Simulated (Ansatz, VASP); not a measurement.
**Si2Ni: VASP beside Ansatz**

Contents of INCAR:

```
SYSTEM = Si2Ni
PREC = Accurate ; ENCUT = 600
EDIFF = 1E-6 ; ISMEAR = 0
SIGMA = 0.1 ; LREAL = .False.
LASPH = .True. ; NELM = 60
ALGO = Normal ; ISIF = 3
LWAVE = .False. ; LCHARG = .False.
GGA = PE ; IBRION = 2
NSW = 100 ; EDIFFG = -0.005
```

The input KPOINTS:

```
Automatic mesh
0
Gamma
  14 14 14
  0 0 0
```

The input POSCAR:

```
Si2Ni
1.0
    0.0000000000      2.6975000000      2.6975000000
    2.6975000000      0.0000000000      2.6975000000
    2.6975000000      2.6975000000      0.0000000000
Si Ni
2 1
Direct
    0.2500000000      0.2500000000      0.2500000000
    0.7500000000      0.7500000000      0.7500000000
    0.0000000000      0.0000000000      0.0000000000
```

Input for Ansatz:

```yaml
crystal:
  lattice:
    - [0.0, 2.6975, 2.6975]
    - [2.6975, 0.0, 2.6975]
    - [2.6975, 2.6975, 0.0]
  atoms:
    - { symbol: Si, position: [0.25, 0.25, 0.25] }
    - { symbol: Si, position: [0.75, 0.75, 0.75] }
    - { symbol: Ni, position: [0.0, 0.0, 0.0] }
basis:
  ecutwfc: 420
kpoints:
  mp_grid: { grid: [14, 14, 14] }
hamiltonian:
  xc: pbe
scf:
  occupations: { method: gaussian, width: 0.1 }
output:
  forces: true
  stress: true
  eigenvalues: true
relax:
  adjacent_minimum: "off"
  f_tol: 0.005
  max_steps: 80
  cell: { stress_tol: 0.05 }
```

Alike in both runs: task relaxation of cell and atoms; functional PBE; k mesh 14 × 14 × 14; occupations gaussian, width 0.1 eV; no spin polarisation.

|  | VASP | Ansatz |
| --- | --- | --- |
| version | VASP 6.6.1 | Ansatz 0.2.0 |
| potentials or method | VASP PAW PBE potentials, release 64 (Si, Ni), cutoff 600 eV | scalar-relativistic, plane waves, PAW |
| valence electrons in the cell | 18 | 26 |

```tsv
	VASP	Ansatz	Ansatz less VASP
gap on the k mesh at the Fermi level, each at its own relaxed structure (eV)	none	none	-
relaxed volume (Å³/atom)	13.47	13.47	-0.003
relaxed cell length with the largest relative difference (Å)	3.852	3.851	-0.0003
```

A gap of «none» marks a metal or a gap that the smearing closes. VASP's potentials hold 18 valence electrons a cell and Ansatz's 26, so a difference there can come from the potentials and not from the codes.
